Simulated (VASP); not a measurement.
# AgCl in VASP: notebook

AgCl is run at these levels: PBE; tasks: single point.

Everything below comes from runs of VASP 6.6.1. Logs are shortened: lines on timing, memory, paths and dates and some standing lists are left out, and cuts for length are marked.

## (1) The cell of the first run

Symmetry: Fm-3m, No. 225, cubic system. Conventional cell: a = 5.611 Å, b = 5.611 Å, c = 5.611 Å, α = 90.00°, β = 90.00°, γ = 90.00°. Within 3.7 Å of Ag (site symmetry m-3m) lie 6 Cl at 2.81 Å. Cl (site symmetry m-3m) has 6 Ag at 2.81 Å within 3.7 Å.

## (2) Single point, PBE

Contents of INCAR:

```
PREC     = Accurate       # precision mode
ENCUT    = 520            # plane-wave cutoff, eV
EDIFF    = 1E-6           # SCF threshold, eV
ISMEAR   = 0              # smearing method
SIGMA    = 0.02           # smearing width, eV
LREAL    = F              # projectors in reciprocal space
LASPH    = T              # aspherical terms in the spheres
NELM     = 60             # most SCF steps
ALGO     = Normal         # electronic algorithm
ISIF     = 2              # what is computed and relaxed
LWAVE    = F              # write WAVECAR
LCHARG   = T              # write CHGCAR
GGA      = PE             # functional
LELF     = T              # ELF
LVHAR    = T            
NBANDS   = 16             # bands
```

Contents of KPOINTS:

```
regular mesh
0
Gamma
  8 8 8
```

Contents of POSCAR:

```
AgCl
1.0
    0.0000000000      2.8055689746      2.8055689746
    2.8055689746      0.0000000000      2.8055689746
    2.8055689746      2.8055689746      0.0000000000
Ag Cl
1 1
Direct
    0.0000000000      0.0000000000      0.0000000000
    0.5000000000      0.5000000000      0.5000000000
```

Potentials or basis: VASP PAW PBE potentials, release 64 (Ag, Cl).

Launch:

```
cat potpaw_PBE.64/Ag/POTCAR potpaw_PBE.64/Cl/POTCAR > POTCAR
mpirun -np 1 vasp_std > vasp.out
```

OUTCAR:

```text
PREC = Accurate
   ENCUT = 520
   EDIFF = 1E-6
   ISMEAR = 0
   LREAL = F
   LASPH = T
   NELM = 60
   ISIF = 2
   GGA = PE

 ion  position               nearest neighbor table
   1  0.000  0.000  0.000-   2 2.81   2 2.81   2 2.81   2 2.81   2 2.81   2 2.81
   2  0.500  0.500  0.500-   1 2.81   1 2.81   1 2.81   1 2.81   1 2.81   1 2.81

  LATTYP: Found a face centered cubic cell.
 ALAT       =     5.6111379492

  Lattice vectors:

 A1 = (   0.0000000000,   2.8055689746,   2.8055689746)
 A2 = (   2.8055689746,   0.0000000000,   2.8055689746)
 A3 = (   2.8055689746,   2.8055689746,   0.0000000000)

Analysis of symmetry for initial positions (statically):
=====================================================================
 Subroutine PRICEL returns:
 Original cell was already a primitive cell.

 Routine SETGRP: Setting up the symmetry group for a
 face centered cubic supercell.

 Subroutine GETGRP returns: Found 48 space group operations
 (whereof 48 operations were pure point group operations)
 out of a pool of 48 trial point group operations.

The static configuration has the point symmetry O_h .

Analysis of symmetry for dynamics (positions and initial velocities):
=====================================================================
 Subroutine PRICEL returns:
 Original cell was already a primitive cell.

 Routine SETGRP: Setting up the symmetry group for a
 face centered cubic supercell.

 Subroutine GETGRP returns: Found 48 space group operations
 (whereof 48 operations were pure point group operations)
 out of a pool of 48 trial point group operations.

The dynamic configuration has the point symmetry O_h .

 Subroutine INISYM returns: Found 48 space group operations
 (whereof 48 operations are pure point group operations),
 and found     1 'primitive' translations

----------------------------------------------------------------------------------------

                                     Primitive cell

  volume of cell :      44.1665

  direct lattice vectors                    reciprocal lattice vectors
     0.000000000  2.805568975  2.805568975    -0.178216969  0.178216969  0.178216969
     2.805568975  0.000000000  2.805568975     0.178216969 -0.178216969  0.178216969
     2.805568975  2.805568975  0.000000000     0.178216969  0.178216969 -0.178216969

  length of vectors
[... 80 lines left out ...]
   ENCUT  =  520.0 eV  38.22 Ry    6.18 a.u.   7.38  7.38  7.38*2*pi/ulx,y,z
   NELM   =     60;   NELMIN=  2; NELMDL= -5     # of ELM steps
   EDIFF  = 0.1E-05   stopping-criterion for ELM
   LREAL  =      F    real-space projection
   EDIFFG = 0.1E-04   stopping-criterion for IOM
   NSW    =      0    number of steps for IOM
   IBRION =     -1    ionic relax: 0-MD 1-quasi-New 2-CG
   NFREE  =      0    steps in history (QN), initial steepest desc. (CG)
   ISIF   =      2    stress and relaxation
   ISYM   =      2    0-nonsym 1-usesym 2-fastsym
   POTIM  = 0.5000    time-step for ionic-motion
   TEBEG  =    0.0;   TEEND  =   0.0 temperature during run
   PSTRESS=    0.0 pullay stress
   NELECT =      18.0000    total number of electrons
   NUPDOWN=      -1.0000    fix difference up-down
   EMIN   =  10.00;   EMAX   =-10.00  energy-range for DOS
   EFERMI =   0.00;   METHOD = LEGACY
   ISMEAR =     0;   SIGMA  =   0.02  broadening in eV -4-tet -1-fermi 0-gaus
   EFERMI_NEDOS =   21; number of points for ismear=-14 and -15
   IALGO  =     38    algorithm
   IMIX   =      4    mixing-type and parameters
     AMIX     =   0.40;   BMIX     =  1.00
     AMIX_MAG =   1.60;   BMIX_MAG =  1.00
  volume/ion in A,a.u.               =      22.08       149.03
  Fermi-wavevector in a.u.,A,eV,Ry     =   1.213765  2.293684 20.044459  1.473226
  Thomas-Fermi vector in A             =   2.349207
   LORBIT       =      0    0 simple, 1 ext, 2 COOP (PROOUT), +10 PAW based schemes
   GGA     = PE    functional components
   LHFCALC =     F    Hartree Fock is set to
   AEXX    =    0.0000 exact exchange contribution
   IVDW    =     0    specifies the selected vdW correction
   LEPSILON=     F    determine dielectric tensor
   LRPA    =     F    only Hartree local field effects (RPA)
 non-spin polarized calculation
 Gauss-broadening in eV      SIGMA  =   0.02
  energy-cutoff  :      520.00
  volume of cell :       44.17
 maximum number of plane-waves:      1243
 NGX is ok and might be reduce to    30
   NGX = 15   NGY = 15   NGZ = 15

 number of electron      17.9999995 magnetization

 Free energy of the ion-electron system (eV)
  ---------------------------------------------------
  ext. energy  EPLUGINS =         0.00000000
  ---------------------------------------------------
  free energy    TOTEN  =        -5.40122592 eV

  energy without entropy =       -5.40122592  energy(sigma->0) =       -5.40122592

 E-fermi :   3.5469     XC(G=0):  -9.7833

 val. band max:        3.3829451635   @ k =   0.5000   0.0000   0.0000
 cond. band min:       4.3031147896   @ k =   0.0000   0.0000   0.0000
 fundamental gap:      0.9201696262
 Fermi energy:         3.5468707090

 k-point     1 :       0.0000    0.0000    0.0000
  band No.  band energies     occupation
      1     -11.5359      2.00000
      2       1.0785      2.00000
      3       1.0785      2.00000
      4       1.0785      2.00000
      5       1.1176      2.00000
      6       1.1176      2.00000
[... 433 lines left out ...]
      3      -0.4737      2.00000
      4      -0.4374      2.00000
      5       1.3535      2.00000
      6       1.4164      2.00000
[... 8 lines left out ...]
     15      16.8021      0.00000
     16      18.2515      0.00000

 [... further k-points ...]

------------------------ aborting loop because EDIFF is reached ----------------------------------------

  FORCE on cell =-STRESS in cart. coord.  units (eV):
  Direction    XX          YY          ZZ          XY          YZ          ZX
  --------------------------------------------------------------------------------------
  -------------------------------------------------------------------------------------
  Total       -0.0327830     -0.0327830     -0.0327830      0.0000000      0.0000000     -0.0000000
  in kB       -1.1892324     -1.1892324     -1.1892324      0.0000000      0.0000000     -0.0000000
  external PRESSURE =      -1.1892324 kB  Pullay stress =       0.0000000 kB

 VOLUME and BASIS-vectors are now :
 -----------------------------------------------------------------------------
  energy-cutoff  :      520.00
  volume of cell :       44.17
      direct lattice vectors                 reciprocal lattice vectors
     0.000000000  2.805568975  2.805568975    -0.178216969  0.178216969  0.178216969
     2.805568975  0.000000000  2.805568975     0.178216969 -0.178216969  0.178216969
     2.805568975  2.805568975  0.000000000     0.178216969  0.178216969 -0.178216969

 POSITION                                       TOTAL-FORCE (eV/Angst)
 -----------------------------------------------------------------------------------
      0.00000      0.00000      0.00000        -0.000000     -0.000000     -0.000000
      2.80557      2.80557      2.80557         0.000000      0.000000      0.000000
 -----------------------------------------------------------------------------------
    total drift:                               -0.000000      0.000000      0.000000

  FREE ENERGIE OF THE ION-ELECTRON SYSTEM (eV)
  ---------------------------------------------------
  free  energy   TOTEN  =        -5.4012259188 eV

  energy  without entropy=       -5.4012259188  energy(sigma->0) =       -5.40122592
```

stdout:

```text
POSCAR found type information on POSCAR AgCl
 POSCAR found :  2 types and       2 ions
 scaLAPACK will be used
 LDA part: xc-table for (Slater+PW92), standard interpolation
 POSCAR, INCAR and KPOINTS ok, starting setup
 FFT: planning ... GRIDC
 FFT: planning ... GRID_SOFT
 FFT: planning ... GRID
 WAVECAR not read
 entering main loop
```

Wall time 15 s (1 thread of Intel Xeon Platinum 8488C (Sapphire Rapids), shared host); peak memory 0.17 GiB.

What came out:

```yaml
Free_energy: -5.4012 eV
Pressure: -0.1 GPa
Band_gap_on_the_k_mesh: 0.92 eV, indirect (least direct gap 3.08 eV)
```

## (3) Single point, PBE

This run uses another cell than the first one, of 22.15 Å³/atom, 1.003 times its volume.

Contents of INCAR:

```
SYSTEM = AgCl
  PREC = Accurate
  ENCUT = 520
  EDIFF = 1E-7
  ISMEAR = 0
  SIGMA = 0.1
  LREAL = .False.
  LASPH = .True.
  NELM = 60
  ALGO = Normal
  ISIF = 2
  LWAVE = .False.
  LCHARG = .False.
  GGA = PE
  NBANDS = 16
```

Contents of KPOINTS:

```
Automatic mesh
0
Gamma
  6 6 6
  0 0 0
```

Contents of POSCAR:

```
AgCl
1.0
    1.9935706694      1.1509885610      3.2173756559
   -1.9935706694      1.1509885610      3.2173756559
    0.0000000000     -2.3019771270      3.2173756541
Ag Cl
1 1
Direct
    1.0000006412      1.0000006412      1.0000006412
    0.4999993588      0.4999993588      0.4999993588
```

Potentials or basis: VASP PAW PBE potentials, release 64 (Ag, Cl).

Launch:

```
cat potpaw_PBE.64/Ag/POTCAR potpaw_PBE.64/Cl/POTCAR > POTCAR
mpirun -np 1 vasp_std > vasp.out
```

Run time: 15 s. Hardware: 1 thread of Intel Xeon Platinum 8488C (Sapphire Rapids), shared host; peak memory 0.17 GiB.

It converged, with:

```yaml
Free_energy: -5.4006 eV
Pressure: -0.2 GPa
Band_gap_on_the_k_mesh: 0.91 eV, indirect (least direct gap 3.06 eV)
```

Stress tensor (GPa, compression positive):
```
-0.29  0.00  0.00
 0.00 -0.29  0.00
 0.00  0.00 -0.14
```

Levels at points of the mesh, in eV from the valence-band top:
| k point | band 6 | band 7 | band 8 | band 9 | band 10 | band 11 | band 12 | band 13 |
| --- | --- | --- | --- | --- | --- | --- | --- | --- |
| (0.00, 0.00, 0.00) | -2.26 | -2.19 | -2.19 | -2.14 | 0.91 | 10.82 | 10.82 | 10.96 |
| (0.50, 0.00, 0.00) | -1.97 | -1.68 | -0.02 | 0.00 | 4.35 | 6.31 | 7.71 | 7.80 |
| (0.50, 0.50, 0.00) | -2.09 | -1.86 | -1.86 | -1.80 | 2.43 | 8.07 | 8.50 | 11.28 |
| (0.50, 0.50, 0.50) | -1.96 | -1.66 | 0.00 | 0.00 | 4.30 | 6.37 | 7.66 | 7.66 |

A k mesh can miss the band edges. A hybrid or GW would open this gap; PBE tends to underestimate it.
